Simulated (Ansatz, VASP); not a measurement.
**One calculation of Sc2GaN3, two programs**

```xyz
6
Lattice="2.5127 1.4507 4.0443 -2.5127 1.4507 4.0443 0.0000 -2.9014 4.0443" Properties=species:S:1:pos:R:3 pbc="T T T"
Sc    0.0000    0.0000    1.4991
Sc    0.0000    0.0000   10.6339
Ga    0.0000    0.0000    6.0665
N    -1.2563   -0.7254    4.0443
N     0.0000    1.4507    4.0443
N     1.2563   -0.7254    4.0443
```

Change from the starting cell: species swapped into the Eu2Al3Ag type (R-3m, No. 166).

Alike in both runs: task single point; functional PBE; k mesh 6 × 6 × 6; occupations gaussian, width 0.1 eV; collinear spin.

|  | VASP | Ansatz |
| --- | --- | --- |
| version | VASP 6.6.1 | Ansatz 0.2.0 |
| potentials or method | VASP PAW PBE potentials, release 64 (Sc_sv, Ga_d, N), cutoff 520 eV | scalar-relativistic, plane waves, PAW |
| valence electrons in the cell | 50 | 50 |

|  | VASP | Ansatz | Ansatz less VASP |
| --- | --- | --- | --- |
| gap on the k mesh at the Fermi level (eV) | none | none | - |
| pressure (GPa) | -17.0 | -17.2 | -0.11 |
| traceless stress, the component that is largest in VASP (GPa) | -10.62 | -10.64 | -0.018 |
| rms of the force components (eV/Å) | 0.029 | 0.029 | +0.0001 |
| net moment per atom (μB) | 0.00 | 0.00 | 0.000 |

Atom by atom the forces differ by 0.000 eV/Å (rms over components). A gap of «none» marks a metal or a gap that the smearing closes. Ansatz's warnings: seeded moment not kept.
